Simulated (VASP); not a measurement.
Write the native input for VASP 6.6.1 that does the following.

```
Task                   : single point
Functional             : r2SCAN
Potentials or basis    : VASP PAW PBE potentials, release 64 (Si, C)
Cutoff                 : 520 eV
k mesh                 : 12 × 12 × 6
Occupations            : fermi-dirac, width 0.02 eV
Spin                   : no spin polarisation
Dipole correction      : no
Further INCAR settings : ALGO = Normal; EDIFF = 1e-06; NBANDS = 16
```

Crystal: SiC (Moissanite).

```xyz
4
Lattice="3.1160 0.0000 0.0000 -1.5580 2.6985 0.0000 0.0000 0.0000 5.1151" Properties=species:S:1:pos:R:3 pbc="T T T"
Si    0.0000    1.7990    0.0235
Si    1.5580    0.8995    2.5811
C     0.0000    1.7990    1.9458
C     1.5580    0.8995    4.5033
```

One way to write it, as run:

POSCAR

```
SiC
1.0
    3.1159839078      0.0000000029      0.0000000000
   -1.5579919564      2.6985212205      0.0000000000
    0.0000000000      0.0000000000      5.1150575400
Si C
2 2
Direct
    0.3333333333      0.6666666667      0.0046022700
    0.6666666667      0.3333333333      0.5046022700
    0.3333333333      0.6666666667      0.3803977300
    0.6666666667      0.3333333333      0.8803977300
```

INCAR.step1

```
SYSTEM = SiC
  PREC = Accurate
  ENCUT = 520
  ISMEAR = -1
  SIGMA = 0.02
  LREAL = .FALSE.
  LASPH = .TRUE.
  NELM = 100
  NBANDS = 16
  GGA = PE
  ALGO = Normal
  EDIFF = 1E-4
  LWAVE = .TRUE.
  LCHARG = .FALSE.
```

INCAR.step2

```
SYSTEM = SiC
  PREC = Accurate
  ENCUT = 520
  EDIFF = 1E-6
  ISMEAR = -1
  SIGMA = 0.02
  LREAL = .FALSE.
  LASPH = .TRUE.
  NELM = 100
  ALGO = Normal
  ISIF = 2
  LWAVE = .FALSE.
  LCHARG = .FALSE.
  METAGGA = R2SCAN
  LMIXTAU = .TRUE.
  NBANDS = 16
  ISTART = 1
```

KPOINTS

```
Automatic mesh
0
G
  12 12 6
  0 0 0
```

Potentials or basis: VASP PAW PBE potentials, release 64 (Si, C).

Command:

```console
$ cat potpaw_PBE.64/Si/POTCAR potpaw_PBE.64/C/POTCAR > POTCAR
$ cp INCAR.step1 INCAR
$ mpirun -np 1 vasp_std > vasp.out
$ cp INCAR.step2 INCAR
$ mpirun -np 1 vasp_std > vasp.out
```

It gave:

```json
{"Pressure": "-8.5 GPa", "Largest force": "0.007 eV/Å", "Band gap on the k mesh": "2.71 eV, indirect (least direct gap 4.39 eV)"}
```

Caveat: the PAW data sets were made with another functional, which shifts forces and pressure a little.

Wall time 6 min on 1 thread of AMD EPYC 7R43 64-Core Processor (Zen 3), on a shared host, peak memory 0.15 GiB.
